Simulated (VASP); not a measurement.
A run of VASP 6.6.1 is set up as follows.

File INCAR:

```
PREC = Accurate ; ENCUT = 520
EDIFF = 1E-7 ; ISMEAR = 1
SIGMA = 0.1 ; LREAL = False
LASPH = True ; NELM = 60
ALGO = Normal ; ISIF = 2
LWAVE = False ; LCHARG = True
GGA = PS ; LELF = True
LVHAR = True ; NBANDS = 56
```

Contents of KPOINTS:

```
regular mesh
0
Gamma
  4 4 3
```

File POSCAR:

```
Ta6N5
1.0
    5.1783381797     -0.0000000301      0.0000000000
   -2.5891690600      4.4845724303      0.0000000000
    0.0000000000      0.0000000000      5.7917586600
Ta N
6 5
Direct
   -0.0032652388     -0.0048578346     -0.0015115231
    0.3347511243      0.6651801380      0.2482992671
    0.6667762850      0.3331575643      0.2482984397
   -0.0005994119     -0.0021889323      0.4984930101
    0.3347499541      0.6651836811      0.7486840463
    0.6667789008      0.3331614915      0.7486830027
    0.3904428817     -0.0047247162     -0.0015083984
    0.6019652845      0.6003710884     -0.0015095173
   -0.0031301413      0.3888498333     -0.0015072136
    0.4013017365      0.0018166153      0.4984934996
    0.0034119391      0.3997141804      0.4984917835
```

Potentials or basis: VASP PAW PBE potentials, release 64 (Ta_pv, N).

The run is started by

```bash
$ cat potpaw_PBE.64/Ta_pv/POTCAR potpaw_PBE.64/N/POTCAR > POTCAR
$ mpirun -np 1 vasp_std > vasp.out
```

(1) Predict the largest force.

(2) What does it give for the band gap on the k mesh?

(3) Estimate the pressure.

Results:

(1) 0.043 eV/Å.

(2) zero (an odd number of electrons rules out a gap without spin polarisation).

(3) -4.6 GPa.

Caveat: the k points lie up to 0.36 Å⁻¹ apart, too coarse for converged energies and pressures of a metal; the PAW data sets were made with another functional, which shifts forces and pressure a little; spin-orbit coupling is left out, which moves the levels of the heavy elements.
